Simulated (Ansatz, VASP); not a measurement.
MgCl6: VASP beside Ansatz

The input INCAR:

```
SYSTEM = MgCl6
ALGO = Normal ; EDIFF = 1E-6
ENCUT = 520 ; GGA = PE
ISIF = 2 ; ISMEAR = 0
LASPH = .TRUE. ; LCHARG = .TRUE.
LELF = .TRUE. ; LREAL = .FALSE.
LVHAR = .TRUE. ; LWAVE = .FALSE.
NBANDS = 31 ; NELM = 80
PREC = Accurate ; SIGMA = 0.1
```

KPOINTS

```
k-points
0
G
  8 8 8
  0 0 0
```

File POSCAR:

```
MgCl6
1.0
    0.0000000000      4.6977194431      4.6977194431
    4.6977194431      0.0000000000      4.6977194431
    4.6977194431      4.6977194431      0.0000000000
Mg Cl
1 6
Direct
    0.0000000000      0.0000000000      0.0000000000
    0.2604971207      0.7395028793      0.7395028793
    0.7395028793      0.2604971207      0.2604971207
    0.7395028793      0.2604971207      0.7395028793
    0.2604971207      0.7395028793      0.2604971207
    0.7395028793      0.7395028793      0.2604971207
    0.2604971207      0.2604971207      0.7395028793
```

Input for Ansatz:

```yaml
crystal:
  lattice:
    - [0.0, 4.6977194431, 4.6977194431]
    - [4.6977194431, 0.0, 4.6977194431]
    - [4.6977194431, 4.6977194431, 0.0]
  atoms:
    - { symbol: Mg, position: [0.0, 0.0, 0.0] }
    - { symbol: Cl, position: [0.2604971207, 0.7395028793, 0.7395028793] }
    - { symbol: Cl, position: [0.7395028793, 0.2604971207, 0.2604971207] }
    - { symbol: Cl, position: [0.7395028793, 0.2604971207, 0.7395028793] }
    - { symbol: Cl, position: [0.2604971207, 0.7395028793, 0.2604971207] }
    - { symbol: Cl, position: [0.7395028793, 0.7395028793, 0.2604971207] }
    - { symbol: Cl, position: [0.2604971207, 0.2604971207, 0.7395028793] }
basis:
  ecutwfc: 420
kpoints:
  mp_grid: { grid: [8, 8, 8] }
  band_path:
    path:
      - [[0.0, 0.0, 0.0], [0.5, 0.0, 0.5], [0.625, 0.25, 0.625]]
      - [[0.375, 0.375, 0.75], [0.0, 0.0, 0.0], [0.5, 0.5, 0.5], [0.5, 0.25, 0.75], [0.5, 0.0, 0.5]]
    npoints: 14
hamiltonian:
  xc: pbe
scf:
  occupations: { method: gaussian, width: 0.1 }
  n_extra_bands: 17
output:
  forces: true
  stress: true
  eigenvalues: true
  populations: true
  dos: { projected: true, de: 0.02, nscf_kmesh: { grid: [10, 10, 10] } }
  bader: true
  write_density: true
  write_potential: true
  elf: true
  volumetric_format: npy
```

Alike in both runs: task single point; functional PBE; k mesh 8 × 8 × 8; occupations gaussian, width 0.1 eV; no spin polarisation.

```csv
,VASP,Ansatz
version,VASP 6.6.1,Ansatz 0.2.0
potentials or method,"VASP PAW PBE potentials, release 64 (Mg, Cl), cutoff 520 eV","scalar-relativistic, plane waves, PAW"
valence electrons in the cell,44,52
```

```csv
,VASP,Ansatz,Ansatz less VASP
gap on the k mesh at the Fermi level (eV),none,none,-
pressure (GPa),-0.1,0.0,+0.11
rms of the force components (eV/Å),0.006,0.002,-0.0044
```

Atom by atom the forces differ by 0.008 eV/Å (rms over components). A gap of «none» marks a metal or a gap that the smearing closes. The functional is the same, so the differences come from potentials, cutoffs and numerics. VASP's potentials hold 44 valence electrons a cell and Ansatz's 52, so a difference there can come from the potentials and not from the codes.
